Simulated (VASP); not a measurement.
# TaSi2 (P1) in VASP: a series of runs

The runs below take TaSi2 through single point, with PBEsol.

Everything below comes from runs of VASP 6.6.1. Logs are shortened: lines on timing, memory, paths and dates and some standing lists are left out, and cuts for length are marked.

## Step 1: The cell of the first run

The typed cell holds 9 atoms: a = 4.761 Å, b = 4.761 Å, c = 6.558 Å, α = 90.00°, β = 90.00°, γ = 120.00°.

## Step 2: Single point, PBEsol (atom 1 (Ta) moved by -1.070 Å along [1 0 0] and -0.214 Å along [0 0 1])

File INCAR:

```
SYSTEM = TaSi2
ALGO = Normal
EDIFF = 1E-6
ENCUT = 520
GGA = PS
ISIF = 2
ISMEAR = 0
LASPH = .TRUE.
LCHARG = .TRUE.
LELF = .TRUE.
LREAL = .FALSE.
LVHAR = .TRUE.
LWAVE = .FALSE.
NBANDS = 38
NELM = 100
PREC = Accurate
SIGMA = 0.15
```

File KPOINTS:

```
k-points
0
G
  9 9 6
  0 0 0
```

File POSCAR:

```
TaSi2
1.0
    4.7613605622      0.0000000000      0.0000000000
   -2.3806802811      4.1234592035      0.0000000000
    0.0000000000      0.0000000000      6.5581204410
Ta Si
3 6
Direct
    0.2752743179      0.0000000000     -0.0326313007
    0.5000000000      0.5000000000      0.6666666667
    0.0000000000      0.5000000000      0.3333333333
    0.1592624125      0.3185248251      0.0000000000
    0.8407375875      0.1592624125      0.6666666667
    0.6814751749      0.8407375875      0.3333333333
    0.8407375875      0.6814751749      0.0000000000
    0.1592624125      0.8407375875      0.6666666667
    0.3185248251      0.1592624125      0.3333333333
```

Potentials or basis: VASP PAW PBE potentials, release 64 (Ta_pv, Si).

Launch:

```bash
$ cat potpaw_PBE.64/Ta_pv/POTCAR potpaw_PBE.64/Si/POTCAR > POTCAR
$ mpirun -np 1 vasp_std > vasp.out
```

OUTCAR:

```text
SYSTEM = TaSi2
   EDIFF = 1E-6
   ENCUT = 520
   GGA = PS
   ISIF = 2
   ISMEAR = 0
   LASPH = .TRUE.
   LREAL = .FALSE.
   NELM = 100
   PREC = Accurate

 ion  position               nearest neighbor table
   1  0.275  0.000  0.967-   7 1.87   4 1.87   8 2.09   9 2.49   2 2.86   4 3.01   7 3.01   5 3.11
                             3 3.17   5 3.21
   2  0.500  0.500  0.667-   4 2.60   7 2.60   6 2.60   9 2.60   8 2.72   5 2.72   8 2.72   5 2.72
                             8 2.81   5 2.81   1 2.86   3 3.23   3 3.23
   3  0.000  0.500  0.333-   4 2.60   7 2.60   5 2.60   8 2.60   9 2.72   6 2.72   9 2.72   6 2.72
                             6 2.81   9 2.81   1 3.17   2 3.23   2 3.23
   4  0.159  0.319  0.000-   1 1.87   5 2.55   9 2.55   3 2.60   2 2.60   7 2.63   7 2.81   7 2.81
                             1 3.01
   5  0.841  0.159  0.667-   4 2.55   6 2.55   3 2.60   8 2.63   2 2.72   2 2.72   2 2.81   8 2.81
                             8 2.81   1 3.11   1 3.21
   6  0.681  0.841  0.333-   7 2.55   5 2.55   2 2.60   9 2.63   3 2.72   3 2.72   3 2.81   9 2.81
                             9 2.81
   7  0.841  0.681  0.000-   1 1.87   8 2.55   6 2.55   3 2.60   2 2.60   4 2.63   4 2.81   4 2.81
                             1 3.01
   8  0.159  0.841  0.667-   1 2.09   7 2.55   9 2.55   3 2.60   5 2.63   2 2.72   2 2.72   2 2.81
                             5 2.81   5 2.81
   9  0.319  0.159  0.333-   1 2.49   4 2.55   8 2.55   2 2.60   6 2.63   3 2.72   3 2.72   3 2.81
                             6 2.81   6 2.81

  LATTYP: Found a hexagonal cell.
 ALAT       =     4.7613605622
 C/A-ratio  =     1.3773627003

  Lattice vectors:

 A1 = (   4.7613605622,   0.0000000000,   0.0000000000)
 A2 = (  -2.3806802811,   4.1234592035,   0.0000000000)
 A3 = (   0.0000000000,   0.0000000000,   6.5581204410)

Analysis of symmetry for initial positions (statically):
=====================================================================
 Subroutine PRICEL returns:
 Original cell was already a primitive cell.

 Routine SETGRP: Setting up the symmetry group for a
 hexagonal supercell.

 Subroutine GETGRP returns: Found  1 space group operations
 (whereof  1 operations were pure point group operations)
 out of a pool of 24 trial point group operations.

The static configuration has the point symmetry C_1 .

Analysis of symmetry for dynamics (positions and initial velocities):
=====================================================================
 Subroutine PRICEL returns:
 Original cell was already a primitive cell.

 Routine SETGRP: Setting up the symmetry group for a
 hexagonal supercell.

 Subroutine GETGRP returns: Found  1 space group operations
[... 127 lines left out ...]
   PSTRESS=    0.0 pullay stress
   NELECT =      57.0000    total number of electrons
   NUPDOWN=      -1.0000    fix difference up-down
   EMIN   =  10.00;   EMAX   =-10.00  energy-range for DOS
   EFERMI =   0.00;   METHOD = LEGACY
   ISMEAR =     0;   SIGMA  =   0.15  broadening in eV -4-tet -1-fermi 0-gaus
   EFERMI_NEDOS =   21; number of points for ismear=-14 and -15
   IALGO  =     38    algorithm
   IMIX   =      4    mixing-type and parameters
     AMIX     =   0.40;   BMIX     =  1.00
     AMIX_MAG =   1.60;   BMIX_MAG =  1.00
  volume/ion in A,a.u.               =      14.31        96.54
  Fermi-wavevector in a.u.,A,eV,Ry     =   1.247697  2.357805 21.180833  1.556747
  Thomas-Fermi vector in A             =   2.381817
   LORBIT       =      0    0 simple, 1 ext, 2 COOP (PROOUT), +10 PAW based schemes
   GGA     = PS    functional components
   LHFCALC =     F    Hartree Fock is set to
   AEXX    =    0.0000 exact exchange contribution
   IVDW    =     0    specifies the selected vdW correction
   LEPSILON=     F    determine dielectric tensor
   LRPA    =     F    only Hartree local field effects (RPA)
 non-spin polarized calculation
 Gauss-broadening in eV      SIGMA  =   0.15
  energy-cutoff  :      520.00
  volume of cell :      128.76
 maximum number of plane-waves:      3501
   NGX = 17   NGY = 17   NGZ = 25

 number of electron      57.0000000 magnetization

 Free energy of the ion-electron system (eV)
  ---------------------------------------------------
  ext. energy  EPLUGINS =         0.00000000
  ---------------------------------------------------
  free energy    TOTEN  =       -62.37741579 eV

  energy without entropy =      -62.32591321  energy(sigma->0) =      -62.35166450

 E-fermi :   9.2467     XC(G=0): -12.0866

 val. band max:        9.2460351041   @ k =   0.1111   0.1111   0.3333
 cond. band min:       9.2468121689   @ k =   0.2222   0.2222   0.1667
 fundamental gap:      0.0007770647
 Fermi energy:         9.2467050777

 k-point     1 :       0.0000    0.0000    0.0000
  band No.  band energies     occupation
      1     -25.1578      2.00000
      2     -25.1099      2.00000
      3     -25.0685      2.00000
      4     -25.0057      2.00000
      5     -24.9397      2.00000
      6     -24.9025      2.00000
[... 973 lines left out ...]
     37      12.7567      0.00000
     38      13.2911      0.00000

 [... further k-points ...]

------------------------ aborting loop because EDIFF is reached ----------------------------------------

  FORCE on cell =-STRESS in cart. coord.  units (eV):
  Direction    XX          YY          ZZ          XY          YZ          ZX
  --------------------------------------------------------------------------------------
  -------------------------------------------------------------------------------------
  Total       35.0633591     36.2942702     23.7182429      0.4419109      5.6261693     -5.7269289
  in kB      436.3067589    451.6234556    295.1351481      5.4988657     70.0085712    -71.2623622
  external PRESSURE =     394.3551208 kB  Pullay stress =       0.0000000 kB

 VOLUME and BASIS-vectors are now :
 -----------------------------------------------------------------------------
  energy-cutoff  :      520.00
  volume of cell :      128.76
      direct lattice vectors                 reciprocal lattice vectors
     4.761360562  0.000000000  0.000000000     0.210024002  0.121257414  0.000000000
    -2.380680281  4.123459204  0.000000000     0.000000000  0.242514828  0.000000000
     0.000000000  0.000000000  6.558120441     0.000000000  0.000000000  0.152482713

 POSITION                                       TOTAL-FORCE (eV/Angst)
 -----------------------------------------------------------------------------------
      1.31068      0.00000      6.34412        31.456098      2.124231      2.545391
      1.19034      2.06173      4.37208        -1.089983      0.302103     -1.118434
     -1.19034      2.06173      2.18604        -1.155439      0.412530      0.661153
     -0.00000      1.31342      0.00000       -13.688263     13.472189      2.875892
      3.62390      0.65671      4.37208        -0.951170     -0.189599      0.209288
      1.24322      3.46675      2.18604        -1.022245      0.018982     -0.215066
      2.38068      2.81004      0.00000       -13.751501    -13.580725      2.278363
     -1.24322      3.46675      4.37208        -0.122286     -3.001723     -8.137079
      1.13746      0.65671      2.18604         0.324790      0.442011      0.900492
 -----------------------------------------------------------------------------------
    total drift:                                0.000204     -0.000030      0.000107

  FREE ENERGIE OF THE ION-ELECTRON SYSTEM (eV)
  ---------------------------------------------------
  free  energy   TOTEN  =       -62.3774157905 eV

  energy  without entropy=      -62.3259132140  energy(sigma->0) =      -62.35166450
```

Wall time 8.2 min (1 thread of Intel Xeon 6975P-C (Granite Rapids), shared host); peak memory 0.91 GiB.

Results:

* Free energy: -62.3774 eV
* Pressure: 39.4 GPa
* Largest force: 31.630 eV/Å
* Band gap on the k mesh: zero (an odd number of electrons rules out a gap without spin polarisation)

Forces in eV/Å, atoms in the order of the input:
```
Ta   31.456   2.124   2.545
Ta   -1.090   0.302  -1.118
Ta   -1.155   0.413   0.661
Si  -13.688  13.472   2.876
Si   -0.951  -0.190   0.209
Si   -1.022   0.019  -0.215
Si  -13.752 -13.581   2.278
Si   -0.122  -3.002  -8.137
Si    0.325   0.442   0.900
```

Levels at points of the mesh, in eV from the Fermi level:
| k point | band 25 | band 26 | band 27 | band 28 | band 29 | band 30 | band 31 | band 32 | band 33 | band 34 |
| --- | --- | --- | --- | --- | --- | --- | --- | --- | --- | --- |
| (0.00, 0.00, 0.00) | -2.13 | -1.39 | -1.31 | -0.78 | -0.25 | 0.49 | 0.97 | 1.14 | 1.84 | 2.53 |
| (0.00, 0.00, 0.50) | -1.77 | -1.49 | -0.99 | -0.67 | -0.01 | 0.56 | 0.84 | 1.43 | 1.92 | 3.25 |

Caveat: the cell differs from its parent crystal (atom 1 (Ta) moved by -1.070 Å along [1 0 0] and -0.214 Å along [0 0 1]); the stress differs along the axes, from 30 to 45 GPa; the PAW data sets were made with another functional, which shifts forces and pressure a little; spin-orbit coupling is left out, which moves the levels of the heavy elements.

## Step 3: Single point, PBEsol (atom 1 (Ta) moved by -0.214 Å along [1 0 0] and -0.214 Å along [0 0 1])

File INCAR:

```
SYSTEM = TaSi2
ALGO = Fast ; EDIFF = 1E-6
ENCUT = 520 ; GGA = PS
ISIF = 2 ; ISMEAR = 0
LASPH = .TRUE. ; LCHARG = .TRUE.
LELF = .TRUE. ; LREAL = .FALSE.
LVHAR = .TRUE. ; LWAVE = .FALSE.
NBANDS = 38 ; NELM = 80
PREC = Accurate ; SIGMA = 0.15
```

KPOINTS is that of step 2.

Edit POSCAR of step 2 so:

```diff
@@ -8,3 +8,3 @@
 Direct
-    0.2752743179      0.0000000000     -0.0326313007
+    0.4550548636      0.0000000000     -0.0326313007
     0.5000000000      0.5000000000      0.6666666667
```

Potentials or basis: VASP PAW PBE potentials, release 64 (Ta_pv, Si).

Launch:

```bash
$ cat potpaw_PBE.64/Ta_pv/POTCAR potpaw_PBE.64/Si/POTCAR > POTCAR
$ mpirun -np 1 vasp_std > vasp.out
```

Wall time 30 min (1 thread of AMD EPYC 9755, shared host); peak memory 0.87 GiB.

Results (log left out):

```
Free energy            : -76.4765 eV
Pressure               : 3.4 GPa
Largest force          : 6.125 eV/Å
Band gap on the k mesh : zero (an odd number of electrons rules out a gap without spin polarisation)
```

Forces on the atoms (eV/Å):
```
Ta   4.277  0.569  4.348
Ta  -0.569 -0.199 -0.354
Ta  -0.376  0.196 -0.354
Si  -1.071  0.255 -0.044
Si   0.090  0.178 -0.311
Si  -0.505  0.209 -0.588
Si  -0.825 -0.227 -0.170
Si  -1.222 -0.859 -2.293
Si   0.201 -0.122 -0.234
```

Stress tensor (GPa, compression positive):
```
3.54 1.57 2.01
1.57 1.30 2.05
2.01 2.05 5.51
```

Levels at points of the mesh, in eV from the Fermi level:
| k point | band 26 | band 27 | band 28 | band 29 | band 30 | band 31 |
| --- | --- | --- | --- | --- | --- | --- |
| (0.00, 0.00, 0.00) | -2.23 | -2.22 | -2.11 | -1.45 | 0.71 | 2.63 |
| (0.00, 0.00, 0.50) | -1.96 | -1.77 | -1.73 | 0.94 | 1.18 | 2.26 |

Caveat: the cell differs from its parent crystal (atom 1 (Ta) moved by -0.214 Å along [1 0 0] and -0.214 Å along [0 0 1]); the cell stands under pressure; the PAW data sets were made with another functional, which shifts forces and pressure a little; spin-orbit coupling is left out, which moves the levels of the heavy elements.

(Continued in part 2 of 2.)
